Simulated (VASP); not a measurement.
GaAs: single point with PBE

GaAs:

```
Ga As
1.0
     0.00000    2.82700    2.82700
     2.82700    0.00000    2.82700
     2.82700    2.82700    0.00000
Ga As
1 1
Direct
  0.00000 0.00000 0.00000
  0.25000 0.25000 0.25000
```

```yaml
Program: VASP 6.6.1
Task: single point
Functional: PBE
Potentials_or_basis: VASP PAW PBE potentials, release 64 (Ga_d, As)
Cutoff: 500 eV
k_mesh: 6 × 6 × 6
Occupations: gaussian, width 0.01 eV
Spin: no spin polarisation
```

```yaml
Pressure: 3.4 GPa
Band_gap_on_the_k_mesh: 0.52 eV, direct
```

Levels at points of the mesh, in eV from the valence-band top:
| k point | band 5 | band 6 | band 7 | band 8 | band 9 | band 10 | band 11 | band 12 | band 13 | band 14 |
| --- | --- | --- | --- | --- | --- | --- | --- | --- | --- | --- |
| (0.00, 0.00, 0.00) | -14.74 | -12.72 | 0.00 | 0.00 | 0.00 | 0.52 | 3.72 | 3.72 | 3.72 | 7.58 |
| (0.50, 0.00, 0.00) | -14.74 | -10.96 | -6.64 | -1.14 | -1.14 | 1.00 | 4.63 | 4.63 | 7.75 | 10.40 |
| (0.50, 0.50, 0.00) | -14.73 | -10.22 | -6.82 | -2.68 | -2.68 | 1.46 | 1.65 | 10.16 | 10.16 | 10.98 |

Wall time 10 s on 1 thread of AMD EPYC 7R13 Processor (Zen 3) (shared host), peak memory 0.14 GiB.

A k mesh can miss the band edges.
